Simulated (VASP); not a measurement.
# Zn8SeS7 (P1) in VASP: single point with PBEsol

Aim: the single point of Zn8SeS7 with PBEsol.

All numbers are computed with VASP 6.6.1; they aren't measurements. Logs are shortened: lines on timing, memory, paths and dates and some standing lists are left out, and cuts for length are marked.

## Step 1: The cell of the first run

The typed cell holds 16 atoms: a = 10.779 Å, b = 5.390 Å, c = 5.390 Å, α = 90.00°, β = 90.00°, γ = 90.00°.

## Step 2: Single point, PBEsol

Input file INCAR:

```
PREC = Accurate
ENCUT = 520
EDIFF = 1E-6
ISMEAR = -1
SIGMA = 0.05
LREAL = Auto
LASPH = True
NELM = 60
ALGO = Normal
ISIF = 2
LWAVE = False
LCHARG = False
GGA = PS
NBANDS = 86
```

Input file KPOINTS:

```
Automatic mesh
0
Gamma
  3 3 3
```

Input file POSCAR:

```
Zn8SeS7
1.0
   10.7790420000      0.0000000000      0.0000000000
    0.0000000000      5.3895210000      0.0000000000
    0.0000000000      0.0000000000      5.3895210000
Zn S Se
8 7 1
Direct
    0.0073250000      0.9671930000      0.9956060000
    0.4846950000      0.9889160000      0.9855560000
    0.2455560000      0.4998350000      0.0144380000
    0.7665080000      0.5205690000      0.9734200000
    0.2519740000      0.0116690000      0.5053090000
    0.7297210000      0.0098670000      0.5082900000
    0.9958200000      0.5139930000      0.4931510000
    0.4995700000      0.4998710000      0.5105560000
    0.1306070000      0.2407290000      0.2726550000
    0.6305430000      0.2418420000      0.2353790000
    0.8820990000      0.7530730000      0.2341720000
    0.3870900000      0.2263880000      0.7728150000
    0.8776510000      0.2515210000      0.7395840000
    0.1365650000      0.7486790000      0.7608350000
    0.6138800000      0.7516640000      0.7442340000
    0.3738740000      0.7657140000      0.2442430000
```

Potentials or basis: VASP PAW PBE potentials, release 64 (Zn, S, Se).

Command:

```
cat potpaw_PBE.64/Zn/POTCAR potpaw_PBE.64/S/POTCAR potpaw_PBE.64/Se/POTCAR > POTCAR
mpirun -np 1 vasp_std > vasp.out
```

OUTCAR:

```text
PREC = Accurate
   ENCUT = 520
   EDIFF = 1E-6
   ISMEAR = -1
   LREAL = Auto
   LASPH = True
   NELM = 60
   ISIF = 2
   GGA = PS

 ion  position               nearest neighbor table
   1  0.007  0.967  0.996-  11 2.19  14 2.22   9 2.48  13 2.49
   2  0.485  0.989  0.986-  12 2.01  16 2.19  15 2.29  10 2.48
   3  0.246  0.500  0.014-  14 2.25   9 2.33  16 2.35  12 2.49
   4  0.767  0.521  0.973-  11 2.26  13 2.26  15 2.40  10 2.53
   5  0.252  0.012  0.505-   9 2.19  14 2.34  16 2.34  12 2.35
   6  0.730  0.010  0.508-  10 2.21  15 2.26  13 2.41  11 2.61
[... 8 lines left out ...]
  15  0.614  0.752  0.744-   8 2.22   6 2.26   2 2.29   4 2.40
  16  0.374  0.766  0.244-   2 2.19   5 2.34   3 2.35   8 2.44

  LATTYP: Found a simple tetragonal cell.
 ALAT       =     5.3895210000
 C/A-ratio  =     2.0000000000

  Lattice vectors:

 A1 = (   0.0000000000,   5.3895210000,   0.0000000000)
 A2 = (   0.0000000000,   0.0000000000,   5.3895210000)
 A3 = (  10.7790420000,   0.0000000000,   0.0000000000)

Analysis of symmetry for initial positions (statically):
=====================================================================
 Subroutine PRICEL returns:
 Original cell was already a primitive cell.

 Routine SETGRP: Setting up the symmetry group for a
 simple tetragonal supercell.

 Subroutine GETGRP returns: Found  1 space group operations
 (whereof  1 operations were pure point group operations)
 out of a pool of 16 trial point group operations.

The static configuration has the point symmetry C_1 .

Analysis of symmetry for dynamics (positions and initial velocities):
=====================================================================
 Subroutine PRICEL returns:
 Original cell was already a primitive cell.

 Routine SETGRP: Setting up the symmetry group for a
 simple tetragonal supercell.

 Subroutine GETGRP returns: Found  1 space group operations
 (whereof  1 operations were pure point group operations)
 out of a pool of 16 trial point group operations.

The dynamic configuration has the point symmetry C_1 .

 Subroutine INISYM returns: Found  1 space group operations
 (whereof  1 operations are pure point group operations),
 and found     1 'primitive' translations

[... 112 lines left out ...]
   LREAL  =      T    real-space projection
   EDIFFG = 0.1E-04   stopping-criterion for IOM
   NSW    =      0    number of steps for IOM
   IBRION =     -1    ionic relax: 0-MD 1-quasi-New 2-CG
   NFREE  =      0    steps in history (QN), initial steepest desc. (CG)
   ISIF   =      2    stress and relaxation
   ISYM   =      2    0-nonsym 1-usesym 2-fastsym
   POTIM  = 0.5000    time-step for ionic-motion
   TEBEG  =    0.0;   TEEND  =   0.0 temperature during run
   PSTRESS=    0.0 pullay stress
   NELECT =     144.0000    total number of electrons
   NUPDOWN=      -1.0000    fix difference up-down
   EMIN   =  10.00;   EMAX   =-10.00  energy-range for DOS
   EFERMI =   0.00;   METHOD = LEGACY
   ISMEAR =    -1;   SIGMA  =   0.05  broadening in eV -4-tet -1-fermi 0-gaus
   EFERMI_NEDOS =   21; number of points for ismear=-14 and -15
   IALGO  =     38    algorithm
   IMIX   =      4    mixing-type and parameters
     AMIX     =   0.40;   BMIX     =  1.00
     AMIX_MAG =   1.60;   BMIX_MAG =  1.00
  volume/ion in A,a.u.               =      19.57       132.06
  Fermi-wavevector in a.u.,A,eV,Ry     =   1.263675  2.388000 21.726807  1.596875
  Thomas-Fermi vector in A             =   2.397020
   LORBIT       =      0    0 simple, 1 ext, 2 COOP (PROOUT), +10 PAW based schemes
   GGA     = PS    functional components
   LHFCALC =     F    Hartree Fock is set to
   AEXX    =    0.0000 exact exchange contribution
   IVDW    =     0    specifies the selected vdW correction
   LEPSILON=     F    determine dielectric tensor
   LRPA    =     F    only Hartree local field effects (RPA)
 non-spin polarized calculation
  energy-cutoff  :      520.00
  volume of cell :      313.10
 maximum number of plane-waves:      8438
   NGX = 41   NGY = 21   NGZ = 21

 number of electron     144.0000010 magnetization

 Free energy of the ion-electron system (eV)
  ---------------------------------------------------
  ext. energy  EPLUGINS =         0.00000000
  ---------------------------------------------------
  free energy    TOTEN  =       -58.19438058 eV

  energy without entropy =      -58.19438058  energy(sigma->0) =      -58.19438058

 E-fermi :   3.2059     XC(G=0):  -9.9242

 val. band max:        2.2432470134   @ k =   0.0000   0.0000   0.0000
 cond. band min:       4.1329497264   @ k =   0.0000   0.0000   0.0000
 fundamental gap:      1.8897027130
 Fermi energy:         3.2059300171

 k-point     1 :       0.0000    0.0000    0.0000
  band No.  band energies     occupation
      1     -11.3753      2.00000
      2     -10.7548      2.00000
      3     -10.6016      2.00000
      4     -10.2031      2.00000
      5     -10.0680      2.00000
      6      -9.9006      2.00000
[... 1207 lines left out ...]
     83       8.0906      0.00000
     84       8.2327      0.00000
 [bands above 84 left out]

------------------------ aborting loop because EDIFF is reached ----------------------------------------

  FORCE on cell =-STRESS in cart. coord.  units (eV):
  Direction    XX          YY          ZZ          XY          YZ          ZX
  --------------------------------------------------------------------------------------
  -------------------------------------------------------------------------------------
  Total        4.0166268      5.2151003      5.7068812     -1.7244843     -4.6896212      0.7584008
  in kB       20.5537732     26.6865691     29.2030971     -8.8244844    -23.9976020      3.8808677
  external PRESSURE =      25.4811465 kB  Pullay stress =       0.0000000 kB

 VOLUME and BASIS-vectors are now :
 -----------------------------------------------------------------------------
  energy-cutoff  :      520.00
  volume of cell :      313.10
      direct lattice vectors                 reciprocal lattice vectors
    10.779042000  0.000000000  0.000000000     0.092772623  0.000000000  0.000000000
     0.000000000  5.389521000  0.000000000     0.000000000  0.185545246  0.000000000
     0.000000000  0.000000000  5.389521000     0.000000000  0.000000000  0.185545246

 POSITION                                       TOTAL-FORCE (eV/Angst)
 -----------------------------------------------------------------------------------
      0.07896      5.21271      5.36584         0.099253      1.390981     -0.022026
      5.22455      5.32978      5.31167         3.151431     -0.477268      1.050418
      2.64686      2.69387      0.07781         0.155523     -0.999017     -0.156782
      8.26222      2.80562      5.24627        -0.887685     -0.457578      0.283316
      2.71604      0.06289      2.72337         0.211761      0.044422      0.928407
      7.86569      0.05318      2.73944         0.870068     -0.004669     -0.099669
[... 8 lines left out ...]
      6.61704      4.05111      4.01106         1.166422     -0.260005      0.566151
      4.03000      4.12683      1.31635        -0.346764     -1.660511      1.503297
 -----------------------------------------------------------------------------------
    total drift:                               -0.006904     -0.003151      0.002279

  FREE ENERGIE OF THE ION-ELECTRON SYSTEM (eV)
  ---------------------------------------------------
  free  energy   TOTEN  =       -58.1943805794 eV

  energy  without entropy=      -58.1943805781  energy(sigma->0) =      -58.19438058
```

stdout:

```text
POSCAR found type information on POSCAR ZnS Se
 POSCAR found :  3 types and      16 ions
 scaLAPACK will be used
 -----------------------------------------------------------------------------
|                                                                             |
|                                                                             |
|     You enforced a specific xc type in the INCAR file but a different       |
|     I HOPE YOU KNOW WHAT YOU ARE DOING!                                     |
|                                                                             |
 -----------------------------------------------------------------------------

 LDA part: xc-table for (Slater+PW92), standard interpolation
 POSCAR, INCAR and KPOINTS ok, starting setup
 FFT: planning ... GRIDC
 FFT: planning ... GRID_SOFT
 FFT: planning ... GRID
 WAVECAR not read
 entering main loop
```

Run time: 16 min. Hardware: 1 thread of Oxide Virtual Turin-like, shared host; peak memory 0.44 GiB.

Results:

```
Free energy            : -58.1944 eV
Pressure               : 2.5 GPa
Largest force          : 4.497 eV/Å
Band gap on the k mesh : 1.89 eV, direct
```

Forces in eV/Å, atoms in the order of the input:
```
Zn   0.099  1.391 -0.022
Zn   3.151 -0.477  1.050
Zn   0.156 -0.999 -0.157
Zn  -0.888 -0.458  0.283
Zn   0.212  0.044  0.928
Zn   0.870 -0.005 -0.100
Zn   0.510 -0.395  0.207
Zn   0.092 -0.937 -0.611
S   -0.900  0.642 -0.893
S   -0.605  0.847 -0.390
S   -0.888  0.165  0.942
S   -2.411  3.023 -2.295
S    0.233 -0.583  0.002
S   -0.453 -0.340 -1.015
S    1.166 -0.260  0.566
Se  -0.347 -1.661  1.503
```

Stress tensor (GPa, compression positive):
```
 2.06 -0.88  0.39
-0.88  2.67 -2.40
 0.39 -2.40  2.92
```

Levels at points of the mesh, in eV from the valence-band top:
| k point | band 70 | band 71 | band 72 | band 73 | band 74 | band 75 |
| --- | --- | --- | --- | --- | --- | --- |
| (0.00, 0.00, 0.00) | -0.10 | -0.01 | 0.00 | 1.89 | 2.75 | 3.05 |

Caveat: the PAW data sets were made with another functional, which shifts forces and pressure a little.
